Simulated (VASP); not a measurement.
Input of a VASP 6.6.1 run:

INCAR

```
SYSTEM = Al8N
ALGO = Normal
DIPOL = 0.5 0.5 0.417
EDIFF = 1E-6
EDIFFG = -0.025
ENCUT = 520
GGA = PE
IBRION = 2
IDIPOL = 3
ISIF = 2
ISMEAR = 0
LASPH = .TRUE.
LCHARG = .FALSE.
LDIPOL = .TRUE.
LREAL = .FALSE.
LWAVE = .FALSE.
NELM = 80
NSW = 36
PREC = Accurate
SIGMA = 0.1
```

The input KPOINTS:

```
k-points
0
G
  9 9 1
  0 0 0
```

POSCAR

```
Al8N
1.0
    2.8535431553      0.0000000000      0.0000000000
   -1.4267715776      2.4712408633      0.0000000000
    0.0000000000      0.0000000000     31.9749291745
Al N
8 1
Selective dynamics
Direct
    0.3333333333      0.6666666667      0.1250980097  F F F
    0.0000000000      0.0000000000      0.1984481219  F F F
    0.6666666667      0.3333333333      0.2717982342  F F F
    0.0000000000      0.0000000000      0.3451483464  F F F
    0.3333333333      0.6666666667      0.4179223923  F F F
    0.0000000000      0.0000000000      0.4916598226  F F F
    0.6666666667      0.3333333333      0.5654146322  F F F
    0.0000000000      0.0000000000      0.6403432221  F F F
    0.0000000000      0.0000000000      0.7003902668  F F T
```

Potentials or basis: VASP PAW PBE potentials, release 64 (Al, N).

Command:

```console
$ cat potpaw_PBE.64/Al/POTCAR potpaw_PBE.64/N/POTCAR > POTCAR
$ mpirun -np 1 vasp_std > vasp.out
```

(1) Predict the energy gained by relaxing.

Answers

(1) 5.2 meV/atom.
